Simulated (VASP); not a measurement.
Write the native input for VASP 6.6.1 that does the following.

* Task: single point
* Functional: PBEsol
* Potentials or basis: VASP PAW PBE potentials, release 64 (Sr_sv, Ti_sv, O)
* Cutoff: 600 eV
* k mesh: 1 × 1 × 1, shifted
* Occupations: fermi-dirac, width 0.05 eV
* Spin: no spin polarisation
* Dipole correction: no
* Further INCAR settings: LREAL = Auto; ALGO = Normal; EDIFF = 1e-06; NBANDS = 186; ISYM = 0

The structure of SrTiO3 lies in POSCAR:

```
SrTiO3
1.0
    7.7762527311      0.0000000000      0.0000000000
    0.0000000000      7.7762527311      0.0000000000
    0.0000000000      0.0000000000      7.7762527311
Sr Ti O
8 8 24
Direct
    0.0006700000      0.0000620000      0.0005420000
    0.0001900000      0.0003970000      0.5006320000
    0.0001720000      0.5004810000      0.0005790000
    0.0005060000      0.5000590000      0.5005230000
    0.5001690000      0.0004820000      0.0007240000
    0.5005500000      0.0000780000      0.5006410000
    0.5005140000      0.5000790000      0.0005930000
    0.5002230000      0.5005150000      0.5006440000
    0.2503460000      0.2501170000      0.2508200000
    0.2507300000      0.2505880000      0.7507850000
    0.2500230000      0.7500740000      0.2505590000
    0.2503840000      0.7505600000      0.7504820000
    0.7504170000      0.2500930000      0.2509820000
    0.7507610000      0.2505070000      0.7509750000
    0.7500110000      0.7501930000      0.2506110000
    0.7502780000      0.7505500000      0.7506620000
    0.2614890000      0.2377110000      0.0002250000
    0.2384490000      0.2619160000      0.5001920000
    0.2390560000      0.7619350000      0.0003740000
    0.2616400000      0.7377010000      0.5004050000
    0.7384690000      0.2621660000      0.0001310000
    0.7615410000      0.2374930000      0.5001310000
    0.7616080000      0.7375170000      0.0002990000
    0.7390490000      0.7622140000      0.5002960000
    0.0002510000      0.2688160000      0.2388040000
    0.9999680000      0.2308950000      0.7613050000
    0.0004350000      0.7312500000      0.2613820000
    0.0002300000      0.7684800000      0.7392850000
    0.5002240000      0.2312040000      0.2613430000
    0.5000210000      0.2684160000      0.7387830000
    0.5004760000      0.7688660000      0.2393440000
    0.5001960000      0.7309480000      0.7613210000
    0.2317130000      0.9999220000      0.2621710000
    0.2687760000      0.9997840000      0.7386070000
    0.2691900000      0.4999910000      0.2386460000
    0.2314020000      0.4997030000      0.7621320000
    0.7692160000      0.0000270000      0.2382760000
    0.7313170000      0.9997160000      0.7622150000
    0.7317260000      0.4999760000      0.2622550000
    0.7687610000      0.4997610000      0.7382280000
```

The input as run:

INCAR

```
PREC = Accurate
ENCUT = 600
EDIFF = 1E-6
ISMEAR = -1
SIGMA = 0.05
LREAL = Auto
LASPH = True
NELM = 120
ALGO = Normal
ISIF = 2
LWAVE = False
LCHARG = True
GGA = PS
LELF = True
LVHAR = True
NBANDS = 186
ISYM = 0
GGA_COMPAT = False
```

KPOINTS

```
Automatic mesh
0
Gamma
  1 1 1
  0.25 0.25 0.25
```

Potentials or basis: VASP PAW PBE potentials, release 64 (Sr_sv, Ti_sv, O).

Run with:

```bash
$ cat potpaw_PBE.64/Sr_sv/POTCAR potpaw_PBE.64/Ti_sv/POTCAR potpaw_PBE.64/O/POTCAR > POTCAR
$ mpirun -np 1 vasp_std > vasp.out
```

Results of the run:

```
Pressure               : 0.5 GPa
Largest force          : 0.027 eV/Å
Band gap on the k mesh : 2.67 eV
```

Caveat: the PAW data sets were made with another functional, which shifts forces and pressure a little; a shifted mesh leaves out Γ, where band edges can lie.

Wall time 18 min on 1 thread of AMD EPYC 7R13 Processor (Zen 3), on a shared host, peak memory 0.7 GiB.
